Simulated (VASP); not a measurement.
# SiO2 (rutile type): single point with LDA

SiO2 (rutile type):

```
Si O
1.0
     3.96121    0.00000    0.00000
     0.00000    3.96121    0.00000
     0.00000    0.00000    2.57665
Si O
2 4
Cartesian
  0.0000 0.0000 0.0000
  1.9806 1.9806 1.2883
  1.1967 1.1967 0.0000
  2.7645 2.7645 0.0000
  3.1773 0.7839 1.2883
  0.7839 3.1773 1.2883
```

* Program: VASP 6.6.1
* Task: single point
* Functional: LDA
* Potentials or basis: VASP PAW LDA potentials, release 64 (Si, O)
* Cutoff: 600 eV
* k mesh: 8 × 8 × 11
* Occupations: fermi-dirac, width 0.08 eV
* Spin: no spin polarisation

The pressure is 54.4 GPa, the largest force is 0.024 eV/Å and the band gap on the k mesh is 6.63 eV.

Forces on the atoms (eV/Å):
```
Si   0.000  0.000  0.000
Si   0.000  0.000  0.000
O   -0.017 -0.017  0.000
O    0.017  0.017  0.000
O   -0.017  0.017  0.000
O    0.017 -0.017  0.000
```

Stress tensor (GPa, compression positive):
```
54.06  0.00  0.00
 0.00 54.06  0.00
 0.00  0.00 54.94
```

Levels at points of the mesh, in eV from the valence-band top:
```csv
k point,band 12,band 13,band 14,band 15,band 16,band 17,band 18,band 19,band 20,band 21
"(0.00, 0.00, 0.00)",-3.69,-2.59,-1.01,-1.01,0.00,6.63,8.13,9.14,9.14,10.94
"(0.50, 0.00, 0.00)",-4.74,-3.05,-3.05,-1.19,-1.19,8.93,8.93,9.99,9.99,12.03
"(0.50, 0.50, 0.00)",-3.89,-3.29,-3.29,-2.80,-2.80,8.78,8.78,11.04,11.04,14.32
```

Wall time 86 s on 1 thread of Intel Xeon 8259CL, on a shared host, peak memory 0.2 GiB.

Caveat: the cell stands under pressure; an odd mesh through Γ misses points on the zone boundary, where band edges can lie.
